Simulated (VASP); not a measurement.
Pt, 1 atom in the cell. Symmetry: Fm-3m, No. 225, cubic system. The conventional cell has a = 4.021 Å, b = 4.021 Å, c = 4.021 Å, α = 90.00°, β = 90.00°, γ = 90.00°. Within 3.7 Å of Pt (site symmetry m-3m) lie 12 Pt at 2.84 Å.  This cell differs from its parent crystal: volume scaled by 1.08.

| Property | Result |
| --- | --- |
| Program | VASP 6.6.1 |
| Task | single point |
| Functional | PBEsol |
| Potentials or basis | VASP PAW PBE potentials, release 64 (Pt) |
| Cutoff | 520 eV |
| k mesh | 23 × 23 × 23 |
| Occupations | fermi-dirac, width 0.1 eV |
| Spin | no spin polarisation |
| Dipole correction | no |
| Further INCAR settings | ALGO = Normal; EDIFF = 1e-06; NBANDS = 11 |

Potentials or basis: VASP PAW PBE potentials, release 64 (Pt).

Launch:

```bash
$ cat potpaw_PBE.64/Pt/POTCAR > POTCAR
$ mpirun -np 1 vasp_std > vasp.out
```

Hardware: 1 thread of Intel(R) Xeon(R) 6975P-C (Granite Rapids), on a shared host.

Estimate the wall time of this run.

Wall time 20 s on 1 thread of Intel(R) Xeon(R) 6975P-C (Granite Rapids) (shared host), peak memory 0.2 GiB. Counts: scf iterations 11, k points 364.
